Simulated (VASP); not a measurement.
# Cd4Se (P4/mmm) in VASP: notebook

The runs below take Cd4Se through single point, with PBE.

All numbers are computed with VASP 6.6.1; they aren't measurements. Logs are shortened: lines on timing, memory, paths and dates and some standing lists are left out, and cuts for length are marked.

### 1 The cell of the first run

The structure is tetragonal, space group P4/mmm (No. 123). Conventional cell: a = 6.111 Å, b = 6.111 Å, c = 3.807 Å, α = 90.00°, β = 90.00°, γ = 90.00°. Cd (site symmetry m2m) has 6 Cd at 2.88 to 3.81 Å and 2 Se at 2.98 Å within 3.9 Å. Se (site symmetry 4/mmm) has 8 Cd at 2.98 Å and 2 Se at 3.81 Å within 3.9 Å.

The cell was built from a structure type or drawn by symmetry, and may not be a known phase.

### 2 Single point, PBE

The input, INCAR:

```
PREC = Accurate
ENCUT = 520
EDIFF = 1E-6
ISMEAR = 0
SIGMA = 0.1
LREAL = F
LASPH = T
NELM = 60
ALGO = Normal
ISIF = 2
LWAVE = F
LCHARG = F
GGA = PE
NBANDS = 35
```

The input, KPOINTS:

```
regular mesh
0
Gamma
  4 4 6
```

The input, POSCAR:

```
Cd4Se
1.0
    6.1109289687      0.0000000000      0.0000000000
    0.0000000000      6.1109289687      0.0000000000
    0.0000000000      0.0000000000      3.8068886550
Cd Se
4 1
Direct
    0.7353951619      0.7353951619      0.0000000000
    0.2646048381      0.2646048381      0.0000000000
    0.2646048381      0.7353951619      0.0000000000
    0.7353951619      0.2646048381      0.0000000000
    0.0000000000      0.0000000000      0.5000000000
```

Potentials or basis: VASP PAW PBE potentials, release 64 (Cd, Se).

Run with:

```
$ cat potpaw_PBE.64/Cd/POTCAR potpaw_PBE.64/Se/POTCAR > POTCAR
$ mpirun -np 1 vasp_std > vasp.out
```

OUTCAR:

```text
PREC = Accurate
   ENCUT = 520
   EDIFF = 1E-6
   ISMEAR = 0
   LREAL = F
   LASPH = T
   NELM = 60
   ISIF = 2
   GGA = PE

 ion  position               nearest neighbor table
   1  0.735  0.735  0.000-   3 2.88   4 2.88   5 2.98   5 2.98   3 3.23   4 3.23
   2  0.265  0.265  0.000-   3 2.88   4 2.88   5 2.98   5 2.98   3 3.23   4 3.23
   3  0.265  0.735  0.000-   1 2.88   2 2.88   5 2.98   5 2.98   2 3.23   1 3.23
   4  0.735  0.265  0.000-   1 2.88   2 2.88   5 2.98   5 2.98   2 3.23   1 3.23
   5  0.000  0.000  0.500-   1 2.98   2 2.98   3 2.98   4 2.98   1 2.98   2 2.98   3 2.98   4 2.98

  LATTYP: Found a simple tetragonal cell.
 ALAT       =     6.1109289687
 C/A-ratio  =     0.6229639838

  Lattice vectors:

 A1 = (   6.1109289687,   0.0000000000,   0.0000000000)
 A2 = (   0.0000000000,   6.1109289687,   0.0000000000)
 A3 = (   0.0000000000,   0.0000000000,   3.8068886550)

Analysis of symmetry for initial positions (statically):
=====================================================================
 Subroutine PRICEL returns:
 Original cell was already a primitive cell.

 Routine SETGRP: Setting up the symmetry group for a
 simple tetragonal supercell.

 Subroutine GETGRP returns: Found 16 space group operations
 (whereof 16 operations were pure point group operations)
 out of a pool of 16 trial point group operations.

The static configuration has the point symmetry D_4h.

Analysis of symmetry for dynamics (positions and initial velocities):
=====================================================================
 Subroutine PRICEL returns:
 Original cell was already a primitive cell.

 Routine SETGRP: Setting up the symmetry group for a
 simple tetragonal supercell.

 Subroutine GETGRP returns: Found 16 space group operations
 (whereof 16 operations were pure point group operations)
 out of a pool of 16 trial point group operations.

The dynamic configuration has the point symmetry D_4h.

 Subroutine INISYM returns: Found 16 space group operations
 (whereof 16 operations are pure point group operations),
 and found     1 'primitive' translations

----------------------------------------------------------------------------------------

                                     Primitive cell

  volume of cell :     142.1624

  direct lattice vectors                    reciprocal lattice vectors
     6.110928969  0.000000000  0.000000000     0.163641241  0.000000000  0.000000000
     0.000000000  6.110928969  0.000000000     0.000000000  0.163641241  0.000000000
     0.000000000  0.000000000  3.806888655     0.000000000  0.000000000  0.262681704

  length of vectors
     6.110928969  6.110928969  3.806888655     0.163641241  0.163641241  0.262681704

  position of ions in fractional coordinates (direct lattice)
     0.735395162  0.735395162  0.000000000
     0.264604838  0.264604838  0.000000000
     0.264604838  0.735395162  0.000000000
     0.735395162  0.264604838  0.000000000
     0.000000000  0.000000000  0.500000000

  ion indices of the primitive-cell ions
   primitive index   ion index
                 1           1
                 2           2
                 3           3
                 4           4
                 5           5

----------------------------------------------------------------------------------------

 KPOINTS: regular mesh

Automatic generation of k-mesh.
 Grid dimensions read from file:
 generate k-points for:    4    4    6

 Generating k-lattice:

  Cartesian coordinates                     Fractional coordinates (reciprocal lattice)
     0.040910310  0.000000000  0.000000000     0.250000000  0.000000000  0.000000000
     0.000000000  0.040910310  0.000000000     0.000000000  0.250000000  0.000000000
     0.000000000  0.000000000  0.043780284     0.000000000  0.000000000  0.166666667

  Length of vectors
     0.040910310  0.040910310  0.043780284

  Shift w.r.t. Gamma in fractional coordinates (k-lattice)
     0.000000000  0.000000000  0.000000000

 Subroutine IBZKPT returns following result:
 ===========================================

 Found     24 irreducible k-points:

 Following reciprocal coordinates:
            Coordinates               Weight
  0.000000  0.000000  0.000000      1.000000
  0.250000  0.000000  0.000000      4.000000
  0.500000  0.000000  0.000000      2.000000
  0.250000  0.250000  0.000000      4.000000
  0.500000  0.250000  0.000000      4.000000
  0.500000  0.500000  0.000000      1.000000
[... 16 lines left out ...]
  0.500000  0.250000  0.500000      4.000000
  0.500000  0.500000  0.500000      1.000000
   k-points           NKPTS =     24   k-points in BZ     NKDIM =     24   number of bands    NBANDS=     35
   number of dos      NEDOS =    301   number of ions     NIONS =      5
   total plane-waves  NPLWV =  64512
   dimension x,y,z NGX =    48 NGY =   48 NGZ =   28
   dimension x,y,z NGXF=    96 NGYF=   96 NGZF=   56
   ions per type =               4   1
   NGX,Y,Z   is equivalent  to a cutoff of  13.06, 13.06, 12.23 a.u.
   NGXF,Y,Z  is equivalent  to a cutoff of  26.12, 26.12, 24.46 a.u.
 SYSTEM =  unknown system
   PREC   = accura    normal or accurate (medium, high low for compatibility)
   ISTART =      0    job   : 0-new  1-cont  2-samecut
   ICHARG =      2    charge: 1-file 2-atom 10-const
   ISPIN  =      1    spin polarized calculation?
   LNONCOLLINEAR =      F non collinear calculations
   LSORBIT =      F    spin-orbit coupling
   LASPH  =      T    aspherical Exc in radial PAW
   ENCUT  =  520.0 eV  38.22 Ry    6.18 a.u.  11.36 11.36  7.08*2*pi/ulx,y,z
   NELM   =     60;   NELMIN=  2; NELMDL= -5     # of ELM steps
   EDIFF  = 0.1E-05   stopping-criterion for ELM
   LREAL  =      F    real-space projection
   EDIFFG = 0.1E-04   stopping-criterion for IOM
   NSW    =      0    number of steps for IOM
   IBRION =     -1    ionic relax: 0-MD 1-quasi-New 2-CG
   NFREE  =      0    steps in history (QN), initial steepest desc. (CG)
   ISIF   =      2    stress and relaxation
   ISYM   =      2    0-nonsym 1-usesym 2-fastsym
   POTIM  = 0.5000    time-step for ionic-motion
   TEBEG  =    0.0;   TEEND  =   0.0 temperature during run
   PSTRESS=    0.0 pullay stress
   NELECT =      54.0000    total number of electrons
   NUPDOWN=      -1.0000    fix difference up-down
   EMIN   =  10.00;   EMAX   =-10.00  energy-range for DOS
   EFERMI =   0.00;   METHOD = LEGACY
   ISMEAR =     0;   SIGMA  =   0.10  broadening in eV -4-tet -1-fermi 0-gaus
   EFERMI_NEDOS =   21; number of points for ismear=-14 and -15
   IALGO  =     38    algorithm
   IMIX   =      4    mixing-type and parameters
     AMIX     =   0.40;   BMIX     =  1.00
     AMIX_MAG =   1.60;   BMIX_MAG =  1.00
  volume/ion in A,a.u.               =      28.43       191.87
  Fermi-wavevector in a.u.,A,eV,Ry     =   1.185617  2.240492 19.125552  1.405688
  Thomas-Fermi vector in A             =   2.321807
   LORBIT       =      0    0 simple, 1 ext, 2 COOP (PROOUT), +10 PAW based schemes
   GGA     = PE    functional components
   LHFCALC =     F    Hartree Fock is set to
   AEXX    =    0.0000 exact exchange contribution
   IVDW    =     0    specifies the selected vdW correction
   LEPSILON=     F    determine dielectric tensor
   LRPA    =     F    only Hartree local field effects (RPA)
 non-spin polarized calculation
 Gauss-broadening in eV      SIGMA  =   0.10
  energy-cutoff  :      520.00
  volume of cell :      142.16
 maximum number of plane-waves:      3852
 NGX is ok and might be reduce to    48
   NGX = 23   NGY = 23   NGZ = 15

 number of electron      54.0000000 magnetization

 Free energy of the ion-electron system (eV)
  ---------------------------------------------------
  ext. energy  EPLUGINS =         0.00000000
  ---------------------------------------------------
  free energy    TOTEN  =        -6.54491497 eV

  energy without entropy =       -6.53884537  energy(sigma->0) =       -6.54188017

 E-fermi :   1.4384     XC(G=0):  -9.2917

 val. band max:        1.3909474159   @ k =   0.0000   0.0000   0.0000
 cond. band min:       1.5228957975   @ k =   0.0000   0.0000   0.3333
 fundamental gap:      0.1319483816
 Fermi energy:         1.4383778717

 k-point     1 :       0.0000    0.0000    0.0000
  band No.  band energies     occupation
      1     -11.9207      2.00000
      2      -7.7838      2.00000
      3      -7.5304      2.00000
      4      -7.5304      2.00000
      5      -7.4998      2.00000
      6      -7.4703      2.00000
[... 27 lines left out ...]
     34       7.1539      0.00000
     35       8.1999      0.00000

 k-point     2 :       0.2500    0.0000    0.0000
  band No.  band energies     occupation
      1     -11.9126      2.00000
      2      -7.7234      2.00000
      3      -7.5479      2.00000
      4      -7.4462      2.00000
      5      -7.4187      2.00000
      6      -7.4020      2.00000
[... 27 lines left out ...]
     34       7.5265      0.00000
     35       8.5293      0.00000

 k-point     3 :       0.5000    0.0000    0.0000
  band No.  band energies     occupation
      1     -11.9045      2.00000
      2      -7.6661      2.00000
      3      -7.5702      2.00000
      4      -7.3850      2.00000
      5      -7.3112      2.00000
      6      -7.2322      2.00000
[... 27 lines left out ...]
     34       7.7225      0.00000
     35       8.7976      0.00000
[... 723 lines left out ...]
 k-point    23 :       0.5000    0.2500    0.5000
  band No.  band energies     occupation
      1     -11.4793      2.00000
      2      -7.5176      2.00000
      3      -7.4270      2.00000
      4      -7.3503      2.00000
      5      -7.3029      2.00000
      6      -7.2272      2.00000
[... 27 lines left out ...]
     34       6.4784      0.00000
     35       6.7824      0.00000

 k-point    24 :       0.5000    0.5000    0.5000
  band No.  band energies     occupation
      1     -11.4768      2.00000
      2      -7.3450      2.00000
      3      -7.2210      2.00000
      4      -7.2026      2.00000
      5      -7.1947      2.00000
      6      -7.1947      2.00000
[... 27 lines left out ...]
     34       6.6248      0.00000
     35       7.2500      0.00000

------------------------ aborting loop because EDIFF is reached ----------------------------------------

  FORCE on cell =-STRESS in cart. coord.  units (eV):
  Direction    XX          YY          ZZ          XY          YZ          ZX
  --------------------------------------------------------------------------------------
  -------------------------------------------------------------------------------------
  Total        0.4600867      0.4600867      0.2522860      0.0000000      0.0000000      0.0000000
  in kB        5.1852010      5.1852010      2.8432769      0.0000000      0.0000000      0.0000000
  external PRESSURE =       4.4045596 kB  Pullay stress =       0.0000000 kB

 VOLUME and BASIS-vectors are now :
 -----------------------------------------------------------------------------
  energy-cutoff  :      520.00
  volume of cell :      142.16
      direct lattice vectors                 reciprocal lattice vectors
     6.110928969  0.000000000  0.000000000     0.163641241  0.000000000  0.000000000
     0.000000000  6.110928969  0.000000000     0.000000000  0.163641241  0.000000000
     0.000000000  0.000000000  3.806888655     0.000000000  0.000000000  0.262681704

 POSITION                                       TOTAL-FORCE (eV/Angst)
 -----------------------------------------------------------------------------------
      4.49395      4.49395      0.00000        -0.014562     -0.014562      0.000000
      1.61698      1.61698      0.00000         0.014562      0.014562      0.000000
      1.61698      4.49395      0.00000         0.014562     -0.014562      0.000000
      4.49395      1.61698      0.00000        -0.014562      0.014562     -0.000000
      0.00000      0.00000      1.90344         0.000000      0.000000      0.000000
 -----------------------------------------------------------------------------------
    total drift:                                0.000000      0.000000     -0.000000

  FREE ENERGIE OF THE ION-ELECTRON SYSTEM (eV)
  ---------------------------------------------------
  free  energy   TOTEN  =        -6.5449149697 eV

  energy  without entropy=       -6.5388453703  energy(sigma->0) =       -6.54188017
```

It took 1.7 min on 1 thread of Intel Xeon Platinum 8375C at 2.90GHz (Ice Lake), shared host; peak memory 0.29 GiB.

Results:

```yaml
Free_energy: -6.5449 eV
Pressure: 0.4 GPa
Largest_force: 0.021 eV/Å
Band_gap_on_the_k_mesh: zero (bands 27 and 28 overlap by 0.58 eV)
```

Forces in eV/Å, atoms in the order of the input:
```
Cd  -0.015 -0.015  0.000
Cd   0.015  0.015  0.000
Cd   0.015 -0.015  0.000
Cd  -0.015  0.015  0.000
Se   0.000  0.000  0.000
```

Caveat: semilocal functionals underestimate gaps, so a narrow gap can read as zero.

### 3 Single point, PBE

This run uses another cell than the first one, of 28.76 Å³/atom.

The input, INCAR:

```
SYSTEM = Cd4Se
PREC = Accurate
ENCUT = 520
EDIFF = 1E-6
ISMEAR = 0
SIGMA = 0.1
LREAL = .FALSE.
LASPH = .TRUE.
NELM = 80
ALGO = Normal
ISIF = 2
LWAVE = .FALSE.
LCHARG = .FALSE.
GGA = PE
NBANDS = 35
```

The input, KPOINTS:

```
regular mesh
0
G
  4 4 6
  0 0 0
```

The input, POSCAR:

```
Cd4Se
1.0
    6.2231081000      0.0000000000      0.0000000000
    0.0000000000      6.2231081000      0.0000000000
    0.0000000000      0.0000000000      3.7129187700
Cd Se
4 1
Direct
    0.7845576200      0.7845576200      0.0000000000
    0.2154423800      0.2154423800      0.0000000000
    0.2154423800      0.7845576200      0.0000000000
    0.7845576200      0.2154423800      0.0000000000
    0.0000000000      0.0000000000      0.5000000000
```

Potentials or basis: VASP PAW PBE potentials, release 64 (Cd, Se).

Run with:

```
$ cat potpaw_PBE.64/Cd/POTCAR potpaw_PBE.64/Se/POTCAR > POTCAR
$ mpirun -np 1 vasp_std > vasp.out
```

Run time: 2 min. Hardware: 1 thread of Intel Xeon Platinum 8375C at 2.90GHz (Ice Lake), shared host; peak memory 0.29 GiB.

The run converged. Its results:

- Free energy: -3.2478 eV
- Pressure: 12.0 GPa
- Largest force: 4.247 eV/Å
- Band gap on the k mesh: zero (bands 27 and 28 overlap by 1.03 eV)

Forces on the atoms (eV/Å):
```
Cd  -3.003 -3.003  0.000
Cd   3.003  3.003  0.000
Cd   3.003 -3.003  0.000
Cd  -3.003  3.003  0.000
Se   0.000  0.000  0.000
```

Stress tensor (GPa, compression positive):
```
10.77  0.00  0.00
 0.00 10.77  0.00
 0.00  0.00 14.52
```

Levels at points of the mesh, in eV from the Fermi level:
```csv
k point,band 24,band 25,band 26,band 27,band 28,band 29,band 30,band 31
"(0.00, 0.00, 0.00)",-4.35,-2.58,-1.39,0.45,0.45,0.68,1.18,4.38
"(0.50, 0.00, 0.00)",-3.42,-2.53,-1.62,-0.80,0.31,1.92,2.56,2.75
"(0.50, 0.50, 0.00)",-2.73,-2.49,-2.10,-0.32,-0.32,2.40,3.53,5.16
"(0.00, 0.00, 0.50)",-3.83,-1.43,-1.29,-1.29,0.26,0.28,3.14,3.14
"(0.50, 0.00, 0.50)",-3.73,-3.09,-1.14,-0.35,1.29,1.37,1.80,2.46
"(0.50, 0.50, 0.50)",-3.90,-2.80,-2.80,-0.81,1.27,2.50,2.95,3.82
```

Caveat: the cell stands under pressure; forces of over 1 eV/Å act on the atoms, so gaps and moduli don't describe the material at rest.

### 4 Single point, PBE

This run uses another cell than the first one, of 28.57 Å³/atom.

The input, INCAR:

```
ALGO = Normal ; EDIFF = 1E-7
ENCUT = 520 ; GGA = PE
ISIF = 2 ; ISMEAR = 0
LASPH = T ; LCHARG = F
LREAL = F ; LWAVE = F
NBANDS = 35 ; NELM = 100
PREC = Accurate ; SIGMA = 0.1
```

The input, KPOINTS:

```
k-points
0
Gamma
  6 6 10
```

The input, POSCAR:

```
Cd4Se
1.0
    6.1209611270      0.0000000000      0.0000000000
    0.0000000000      6.1209611270      0.0000000000
    0.0000000000      0.0000000000      3.8125948791
Cd Se
4 1
Direct
    0.7350235157      0.7350235157      0.0000000000
    0.2649764843      0.2649764843      0.0000000000
    0.2649764843      0.7350235157      0.0000000000
    0.7350235157      0.2649764843      0.0000000000
    0.0000000000      0.0000000000      0.5000000000
```

Run with:

```
$ cat potpaw_PBE.64/Cd/POTCAR potpaw_PBE.64/Se/POTCAR > POTCAR
$ mpirun -np 1 vasp_std > vasp.out
```

Run time: 5.3 min. Hardware: 1 thread of Intel Xeon Platinum 8375C at 2.90GHz (Ice Lake), shared host; peak memory 0.39 GiB.

It converged, with:

* Free energy: -6.5825 eV
* Pressure: 0.2 GPa
* Largest force: 0.004 eV/Å
* Band gap on the k mesh: zero (bands 27 and 28 overlap by 0.62 eV)

Forces on the atoms (eV/Å):
```
Cd   0.003  0.003  0.000
Cd  -0.003 -0.003  0.000
Cd  -0.003  0.003  0.000
Cd   0.003 -0.003  0.000
Se   0.000  0.000  0.000
```

Stress tensor (GPa, compression positive):
```
0.24 0.00 0.00
0.00 0.24 0.00
0.00 0.00 0.14
```

Levels at points of the mesh, in eV from the Fermi level:
```csv
k point,band 24,band 25,band 26,band 27,band 28,band 29,band 30,band 31
"(0.00, 0.00, 0.00)",-4.13,-1.48,-1.19,-0.04,-0.04,0.82,1.66,4.92
"(0.50, 0.00, 0.00)",-3.45,-2.33,-1.39,-1.34,1.37,1.60,3.36,4.41
"(0.50, 0.50, 0.00)",-4.44,-1.32,-1.06,-0.27,-0.27,4.39,4.41,4.48
"(0.00, 0.00, 0.50)",-2.66,-2.54,-0.57,-0.57,-0.42,0.22,2.82,2.82
"(0.50, 0.00, 0.50)",-3.12,-2.48,-0.59,0.13,0.43,0.90,1.29,1.72
"(0.50, 0.50, 0.50)",-2.79,-2.79,-2.60,-2.60,0.34,3.18,3.36,3.36
```

Caveat: semilocal functionals underestimate gaps, so a narrow gap can read as zero.

### 5 Overview

```csv
cell,k mesh,gap on the mesh (eV),pressure (GPa),largest force (eV/Å)
"a = 6.111, b = 6.111, c = 3.807 Å, 5 atoms, atomic positions A",4 × 4 × 6,none,0.4,0.02
"a = 6.223, b = 6.223, c = 3.713 Å, 5 atoms, atomic positions B",4 × 4 × 6,none,12.0,4.25
"a = 6.121, b = 6.121, c = 3.813 Å, 5 atoms, atomic positions A",6 × 6 × 10,none,0.2,-
```

Alike in all rows: task single point; level PBE; potentials or basis VASP PAW PBE potentials, release 64 (Cd, Se); no spin polarisation; cutoff (eV) 520; smearing gaussian 0.1 eV.

Caveats: semilocal functionals underestimate gaps, so a narrow gap can read as zero (at least some runs); the cell stands under pressure (at least some runs); forces of over 1 eV/Å act on the atoms, so gaps and moduli don't describe the material at rest (at least some runs).

Absolute energies hang on the potentials; compare differences alone.
